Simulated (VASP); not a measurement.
CdBr3: single point with PBE

CdBr3:

```
Cd Br
1.0
     3.43800    0.00000    0.00000
     0.00000    3.43800    0.00000
     0.00000    0.00000   11.16821
Cd Br
1 3
Cartesian
  0.0000 0.0000 0.0000
  1.7190 1.7190 9.4457
  0.0000 0.0000 5.5841
  1.7190 1.7190 1.7225
```

The cell was generated, and may not be a known phase.

- Program: VASP 6.6.1
- Task: single point
- Functional: PBE
- Potentials or basis: VASP PAW PBE potentials, release 64 (Cd, Br)
- Cutoff: 520 eV
- k mesh: 6 × 6 × 2
- Occupations: gaussian, width 0.1 eV
- Spin: no spin polarisation
- Dipole correction: no
- Further INCAR settings: ALGO = Normal; EDIFF = 1e-06; NBANDS = 24

```json
{
 "Pressure": "0.3 GPa",
 "Largest force": "0.044 eV/Å",
 "Band gap on the k mesh": "zero (an odd number of electrons rules out a gap without spin polarisation)"
}
```

Forces in eV/Å, atoms in the order of the input:
```
Cd   0.000  0.000  0.000
Br   0.000  0.000 -0.044
Br   0.000  0.000  0.000
Br   0.000  0.000  0.044
```

Stress tensor (GPa, compression positive):
```
0.41 0.00 0.00
0.00 0.41 0.00
0.00 0.00 0.17
```

Levels at points of the mesh, in eV from the Fermi level:
```tsv
k point	band 12	band 13	band 14	band 15	band 16	band 17	band 18	band 19	band 20	band 21
(0.00, 0.00, 0.00)	-0.87	-0.83	-0.21	-0.21	0.48	0.48	1.63	5.07	6.80	8.13
(0.50, 0.00, 0.00)	-2.26	-0.78	-0.52	-0.06	-0.04	0.80	2.18	5.23	7.93	8.29
(0.50, 0.50, 0.00)	-2.29	-1.71	-1.71	-1.61	-0.52	-0.06	0.79	4.37	4.58	4.58
(0.00, 0.00, 0.50)	-0.87	-0.87	-0.21	-0.21	0.48	0.48	1.76	4.92	7.15	8.13
(0.50, 0.00, 0.50)	-2.30	-0.74	-0.54	-0.06	-0.04	0.80	2.22	5.16	7.50	8.30
(0.50, 0.50, 0.50)	-2.30	-1.70	-1.70	-1.61	-0.52	-0.06	0.80	4.34	4.56	4.56
```

Run time: 120 s on 1 thread of Intel Xeon 8259CL (shared host), peak memory 0.27 GiB.

Caveat: this functional lacks dispersion, which binds layers or chains, so the pressure and a relaxed spacing across them are unreliable; an odd number of electrons without spin polarisation forces a metal; a magnetic or distorted state may lie lower.
